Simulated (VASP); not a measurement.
Here is a VASP 6.6.1 calculation.

The input INCAR:

```
  ALGO = Fast
  EDIFF = 1E-6
  ENCUT = 520
  GGA = PE
  ISIF = 2
  ISMEAR = 0
  LASPH = T
  LCHARG = F
  LREAL = F
  LWAVE = F
  NBANDS = 11
  NELM = 80
  PREC = Accurate
  SIGMA = 0.1
```

Contents of KPOINTS:

```
k-points
0
Gamma
  8 8 8
```

The input POSCAR:

```
Pt
1.0
    0.0000000000      1.9715751800      1.9715751800
    1.9715751800      0.0000000000      1.9715751800
    1.9715751800      1.9715751800      0.0000000000
Pt
1
Direct
    0.0000000000      0.0000000000      0.0000000000
```

Potentials or basis: VASP PAW PBE potentials, release 64 (Pt).

Run with:

```console
$ cat potpaw_PBE.64/Pt/POTCAR > POTCAR
$ mpirun -np 1 vasp_std > vasp.out
```

(1) Estimate the band gap on the k mesh.

(2) Estimate the pressure.

Answers

(1) zero (band 5 reaches 11.40 eV, above the bottom of band 6 at 9.23 eV).

(2) 4.1 GPa.

Caveat: spin-orbit coupling is left out, which moves the levels of the heavy elements.
